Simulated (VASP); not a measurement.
Here is a VASP 6.6.1 calculation.

File INCAR:

```
SYSTEM = ZnO
  PREC = Accurate
  ENCUT = 1340
  EDIFF = 1E-6
  ISMEAR = -1
  SIGMA = 0.05
  LREAL = .False.
  LASPH = .True.
  NELM = 120
  ALGO = Normal
  ISIF = 2
  LWAVE = .False.
  LCHARG = .True.
  GGA = RP
  IVDW = 12
  LELF = .True.
  LVHAR = .True.
  NBANDS = 26
  GGA_COMPAT = .False.
```

The input KPOINTS:

```
Automatic mesh
0
Gamma
  9 9 5
  0 0 0
```

Contents of POSCAR:

```
ZnO
1.0
    3.2274999067      0.0000000000      0.0000000000
   -1.6137499533      2.7950969099      0.0000000000
    0.0000000000      0.0000000000      5.1707703030
Zn O
2 2
Direct
    0.6666666667      0.3333333333      0.0000000000
    0.3333333333      0.6666666667      0.5000000000
    0.3333333333      0.6666666667      0.8790100000
    0.6666666667      0.3333333333      0.3790100000
```

Potentials or basis: VASP PAW PBE potentials, release 64 (Zn, O_h).

Run with:

```sh
$ cat potpaw_PBE.64/Zn/POTCAR potpaw_PBE.64/O_h/POTCAR > POTCAR
$ mpirun -np 1 vasp_std > vasp.out
```

**Question.** Predict the dispersion energy per atom.

**Answer.** -0.860 eV.

**Question.** Predict the pressure.

**Answer.** -1.9 GPa.

**Question.** Predict the largest force.

**Answer.** 0.100 eV/Å.

**Question.** What does it give for the band gap on the k mesh?

**Answer.** 0.91 eV.

Stress tensor (GPa, compression positive):
```
-2.39  0.00  0.00
 0.00 -2.39  0.00
 0.00  0.00 -0.94
```

Caveat: the PAW data sets were made with another functional, which shifts forces and pressure a little. RPBE gaps usually lie below the measured ones, often by a third to a half.
